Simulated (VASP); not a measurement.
ZnS (Wurtzite-2H):

```
CELL_PARAMETERS angstrom
3.88574 0.00000 0.00000
-1.94287 3.36515 0.00000
0.00000 0.00000 6.35627
ATOMIC_POSITIONS crystal
Zn 0.66667 0.33333 0.50000
Zn 0.33333 0.66667 0.00000
S 0.66667 0.33333 0.88500
S 0.33333 0.66667 0.38500
```

Base run:

```yaml
Program: VASP 6.6.1
Functional: RPBE
Dispersion: D4
Potentials_or_basis: VASP PAW PBE potentials, release 64 (Zn, S)
Cutoff: 520 eV
k_mesh: 8 × 8 × 5
Occupations: fermi-dirac, width 0.05 eV
Spin: no spin polarisation
```

Its results: band gap on the k mesh 2.15 eV, direct; pressure -4.4 GPa; largest force 0.260 eV/Å.

Question: The run is repeated on the same cell with these changes: functional from RPBE to PBEsol; dispersion from D4 to none. What comes out?

Answer: Band gap on the k mesh 1.85 eV, direct; pressure -4.9 GPa; largest force 0.244 eV/Å.

Several settings changed at once, so the effect can't be laid on one alone.

Caveats: the PAW data sets were made with another functional, which shifts forces and pressure a little.

